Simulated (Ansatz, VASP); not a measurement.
## One calculation of W, two programs

File INCAR:

```
  PREC = Accurate
  ENCUT = 520
  EDIFF = 1E-6
  ISMEAR = 0
  SIGMA = 0.15
  LREAL = F
  LASPH = T
  NELM = 60
  ALGO = Fast
  ISIF = 2
  LWAVE = F
  LCHARG = F
  NBANDS = 36
```

File KPOINTS:

```
regular mesh
0
Gamma
  18 18 5
```

File POSCAR:

```
W
1.0
   -1.5973000000      1.5973000000     -1.5973000000
   -1.5973000000     -1.5973000000      1.5973000000
    0.0000000000      7.8034135624      7.8034135624
W
4
Direct
    0.0000000000      0.0000000000      0.7164236466
    0.5000000000      0.5000000000      0.1023462352
    0.0000000000      0.0000000000      0.3070387057
    0.5000000000      0.5000000000      0.5117311761
```

Input for Ansatz:

```yaml
crystal:
  lattice:
    - [-1.5973, 1.5973, -1.5973]
    - [-1.5973, -1.5973, 1.5973]
    - [0.0, 7.8034135624, 7.8034135624]
  atoms:
    - { symbol: W, position: [0.0, 0.0, 0.7164236466] }
    - { symbol: W, position: [0.5, 0.5, 0.1023462352] }
    - { symbol: W, position: [0.0, 0.0, 0.3070387057] }
    - { symbol: W, position: [0.5, 0.5, 0.5117311761] }
basis:
  ecutwfc: 420
kpoints:
  mp_grid: { grid: [18, 18, 5] }
hamiltonian:
  xc: lda
scf:
  occupations: { method: gaussian, width: 0.15 }
output:
  forces: true
  stress: true
  eigenvalues: true
```

Alike in both runs: task single point; functional LDA; k mesh 18 × 18 × 5; occupations gaussian, width 0.15 eV; no spin polarisation.

|  | VASP | Ansatz |
| --- | --- | --- |
| version | VASP 6.6.1 | Ansatz 0.2.0 |
| potentials or method | VASP PAW LDA potentials, release 64 (W_sv), cutoff 520 eV | scalar-relativistic, plane waves, PAW |
| valence electrons in the cell | 56 | 56 |

Ansatz gave:

- gap on the k mesh at the Fermi level (eV): none
- pressure (GPa): -22.2
- traceless stress, the component that is largest in VASP (GPa): -1.96
- rms of the force components (eV/Å): 0.408

Q: Which values does VASP return?

A: gap on the k mesh at the Fermi level (eV): none; pressure (GPa): -21.2; traceless stress, the component that is largest in VASP (GPa): -1.87; rms of the force components (eV/Å): 0.388.

LDA's correlation is that of Perdew and Zunger in VASP and of Perdew and Wang (1992) in Ansatz. Atom by atom the forces differ by 0.027 eV/Å (rms over components). A gap of «none» marks a metal or a gap that the smearing closes.

Spin-orbit coupling is off throughout.
